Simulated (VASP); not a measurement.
The system is AlCu.

```
CELL_PARAMETERS angstrom
3.14142 0.00000 0.00000
0.00000 3.14142 0.00000
0.00000 0.00000 3.14142
ATOMIC_POSITIONS crystal
Al 0.00000 0.00000 0.00000
Cu 0.50000 0.50000 0.50000
```

This cell differs from its parent crystal: strained.

Base run:

* Program: VASP 6.6.1
* Functional: PBEsol
* Potentials or basis: VASP PAW PBE potentials, release 64 (Al, Cu)
* Cutoff: 520 eV
* k mesh: 14 × 14 × 14
* Occupations: gaussian, width 0.1 eV
* Spin: no spin polarisation

Its results: band gap on the k mesh zero (band 7 reaches 10.83 eV, above the bottom of band 8 at 6.52 eV); pressure -14.1 GPa.

Question: The run is repeated on the same cell with these changes: potentials or basis from VASP PAW PBE potentials, release 64 (Al, Cu) to VASP PAW PBE potentials, release 64 (Al, Cu_sv_GW); cutoff from 520 eV to 700 eV; further incar settings from ALGO = Normal; EDIFF = 1e-06; NBANDS = 14 to ALGO = Normal; EDIFF = 1e-06; NBANDS = 18; valence electrons from 14 to 22. What comes out?

Answer: Band gap on the k mesh zero (band 11 reaches 10.82 eV, above the bottom of band 12 at 6.51 eV); pressure -16.8 GPa.

Caveats: the PAW data sets were made with another functional, which shifts forces and pressure a little.
